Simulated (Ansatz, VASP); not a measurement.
## Si3Bi2Te2 in VASP and in Ansatz

```xyz
7
Lattice="3.0657 1.7700 5.4867 -3.0657 1.7700 5.4867 0.0000 -3.5399 5.4867" Properties=species:S:1:pos:R:3 pbc="T T T"
Si    0.0000   -1.7700    2.7434
Si    1.5328    0.8850    2.7434
Si   -1.5328    0.8850    2.7434
Bi    0.0000    0.0000    0.0000
Bi    0.0000    0.0000    8.2301
Te    0.0000    0.0000    5.0787
Te    0.0000    0.0000   11.3814
```

Alike in both runs: functional PBE; k mesh 3 × 3 × 3; occupations gaussian, width 0.2 eV; no spin polarisation.

Ansatz relaxed the structure, and its values are those at the end. VASP's run is a single point on that final structure, the one shown.

```csv
,VASP,Ansatz
version,VASP 6.6.1,Ansatz 0.2.0
potentials or method,"VASP PAW PBE potentials, release 64 (Si, Bi_d, Te), cutoff 500 eV","scalar-relativistic, plane waves, PAW"
valence electrons in the cell,54,74
```

VASP gave:

* gap on the k mesh at the Fermi level (eV): none
* pressure (GPa): -0.3
* rms of the force components (eV/Å): 0.002

What did Ansatz give for the same quantities?

gap on the k mesh at the Fermi level (eV): none; pressure (GPa): -0.3; rms of the force components (eV/Å): 0.004.

A gap of «none» marks a metal or a gap that the smearing closes. VASP's potentials hold 54 valence electrons a cell and Ansatz's 74, so a difference there can come from the potentials and not from the codes.

The k mesh is coarse, so the values compare programs but aren't converged. Neither program's run includes spin-orbit coupling.
